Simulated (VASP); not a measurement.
A run of VASP 6.6.1 is set up as follows.

The input INCAR:

```
  ALGO = Normal
  EDIFF = 1E-6
  ENCUT = 520
  ISIF = 2
  ISMEAR = 1
  LASPH = True
  LCHARG = False
  LREAL = False
  LWAVE = False
  NBANDS = 14
  NELM = 60
  PREC = Accurate
  SIGMA = 1.0
```

File KPOINTS:

```
k-points
0
Gamma
  14 14 14
```

File POSCAR:

```
Rh
1.0
    0.0000000000      1.8776226225      1.8776226225
    1.8776226225      0.0000000000      1.8776226225
    1.8776226225      1.8776226225      0.0000000000
Rh
1
Direct
    0.0000000000      0.0000000000      0.0000000000
```

Potentials or basis: VASP PAW LDA potentials, release 64 (Rh_pv).

Launch:

```bash
$ cat potpaw_LDA.64/Rh_pv/POTCAR > POTCAR
$ mpirun -np 1 vasp_std > vasp.out
```

**Question.** What does it give for the pressure?

**Answer.** 1.5 GPa.
